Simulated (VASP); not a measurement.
CsH: single point with LDA

Crystal: CsH.

```
CELL_PARAMETERS angstrom
-0.11955 3.18800 3.18800
3.18800 -0.11955 3.18800
3.06845 3.06845 0.00000
ATOMIC_POSITIONS crystal
Cs 0.00000 0.00000 0.00000
H 0.50000 0.50000 0.50000
```

This cell differs from its parent crystal: strain -0.0750 x Voigt [0, 0, 0, 0, 0, 1].

```json
{
  "Program": "VASP 6.6.1",
  "Task": "single point",
  "Functional": "LDA",
  "Potentials or basis": "VASP PAW LDA potentials, release 64 (Cs_sv, H)",
  "Cutoff": "520 eV",
  "k mesh": "8 × 8 × 8",
  "Occupations": "gaussian, width 0.05 eV",
  "Spin": "no spin polarisation",
  "Dipole correction": "no",
  "Further INCAR settings": "ALGO = Normal; EDIFF = 1e-07; NBANDS = 12"
}
```

The pressure is -1.3 GPa and the band gap on the k mesh is 1.89 eV (least direct gap 1.93 eV).

Stress tensor (GPa, compression positive):
```
-1.24  0.41  0.00
 0.41 -1.24  0.00
 0.00  0.00 -1.27
```

Levels at points of the mesh, in eV from the valence-band top:
```tsv
k point	band 2	band 3	band 4	band 5	band 6	band 7	band 8	band 9
(0.00, 0.00, 0.00)	-7.95	-7.93	-7.90	-1.90	4.62	4.81	5.32	5.75
(0.50, 0.00, 0.00)	-8.78	-8.00	-7.99	-0.05	1.89	4.38	4.89	6.99
(0.50, 0.50, 0.00)	-8.68	-8.27	-8.14	-1.25	2.82	5.29	7.71	7.85
(0.00, 0.00, 0.50)	-8.85	-8.06	-8.04	0.00	1.93	4.19	4.66	6.99
(0.50, 0.00, 0.50)	-8.71	-8.21	-8.20	-1.24	2.83	5.29	7.71	8.06
```

Run time: 44 s on 1 thread of Intel(R) Xeon(R) Platinum 8488C (Sapphire Rapids), on a shared host, peak memory 0.21 GiB.

Caveat: the cell differs from its parent crystal (strain -0.0750 x Voigt [0, 0, 0, 0, 0, 1]); spin-orbit coupling is left out, which moves the levels of the heavy elements. A k mesh can miss the band edges.
